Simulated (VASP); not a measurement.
The system is Be2Sn.

```
Sn Be
1.0
     0.00000    2.90157    2.90157
     2.90157    0.00000    2.90157
     2.90157    2.90157    0.00000
Sn Be
1 2
Direct
  0.00000 0.00000 0.00000
  0.25000 0.25000 0.25000
  0.75000 0.75000 0.75000
```

Base run:

| Property | Result |
| --- | --- |
| Program | VASP 6.6.1 |
| Functional | PBE |
| Potentials or basis | VASP PAW PBE potentials, release 64 (Sn_d, Be) |
| Cutoff | 520 eV |
| k mesh | 6 × 6 × 6 |
| Occupations | fermi-dirac, width 0.02 eV |
| Spin | no spin polarisation |

Its results: band gap on the k mesh zero (bands 9 and 10 overlap by 1.26 eV); pressure 0.3 GPa.

Q: The run is repeated on the same cell with these changes: functional from PBE to r2SCAN. What comes out?

A: Band gap on the k mesh zero (bands 9 and 10 overlap by 1.37 eV); pressure -0.2 GPa.

Caveats: spin-orbit coupling is left out, which moves the levels of the heavy elements; the PAW data sets were made with another functional, which shifts forces and pressure a little (at least some runs).
